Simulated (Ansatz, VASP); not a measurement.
**Two plane-wave programs on ZnS**

```
CELL_PARAMETERS angstrom
0.00000 2.60193 2.60193
2.60193 0.00000 2.60193
2.60193 2.60193 0.00000
ATOMIC_POSITIONS crystal
Zn 0.00000 0.00000 0.00000
S 0.50000 0.50000 0.50000
```

Alike in both runs: task single point; functional PBE; k mesh 8 × 8 × 8; occupations fermi-dirac, width 0.02 eV; no spin polarisation.

```csv
,VASP,Ansatz
version,VASP 6.6.1,Ansatz 0.2.0
potentials or method,"VASP PAW PBE potentials, release 64 (Zn, S)","plane waves, PAW"
plane-wave cutoff (eV),520,420
valence electrons in the cell,18,18
```

Ansatz gave:

```
pressure (GPa) : -4.4
```

Task: Which values does VASP return?

Result: Pressure (GPa): -4.3.
